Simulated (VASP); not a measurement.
Set up this calculation in VASP 6.6.1, as the native input.

```yaml
Task: single point
Functional: PBE
Potentials_or_basis: VASP PAW PBE potentials, release 64 (Al, N)
Cutoff: 520 eV
k_mesh: 6 × 6 × 4
Occupations: gaussian, width 0.1 eV
Spin: no spin polarisation
Dipole_correction: no
Further_INCAR_settings: ALGO = Normal; EDIFF = 1e-06; NBANDS = 16
```

The structure of AlN lies in POSCAR:

```
AlN
1.0
    3.1285881360      0.0000000000      0.0000000000
   -1.5642940680      2.7094368037      0.0000000000
    0.0000000000      0.0000000000      5.0169550000
Al N
2 2
Direct
    0.6666666700      0.3333333300      0.4992870000
    0.3333333300      0.6666666700      0.9992870000
    0.6666666700      0.3333333300      0.8807130000
    0.3333333300      0.6666666700      0.3807130000
```

These files were run (other wordings do the same):

INCAR

```
  ALGO = Normal
  EDIFF = 1E-6
  ENCUT = 520
  GGA = PE
  ISIF = 2
  ISMEAR = 0
  LASPH = T
  LCHARG = F
  LREAL = F
  LWAVE = F
  NBANDS = 16
  NELM = 100
  PREC = Accurate
  SIGMA = 0.1
```

KPOINTS

```
k-points
0
Gamma
  6 6 4
```

Potentials or basis: VASP PAW PBE potentials, release 64 (Al, N).

Command:

```sh
$ cat potpaw_PBE.64/Al/POTCAR potpaw_PBE.64/N/POTCAR > POTCAR
$ mpirun -np 1 vasp_std > vasp.out
```

Results of the run:

The pressure is 0.0 GPa, the largest force is 0.004 eV/Å and the band gap on the k mesh is 4.06 eV, direct.

It took 13 s on 1 thread of AMD EPYC 7R13 Processor (Zen 3), on a shared host, peak memory 0.12 GiB.
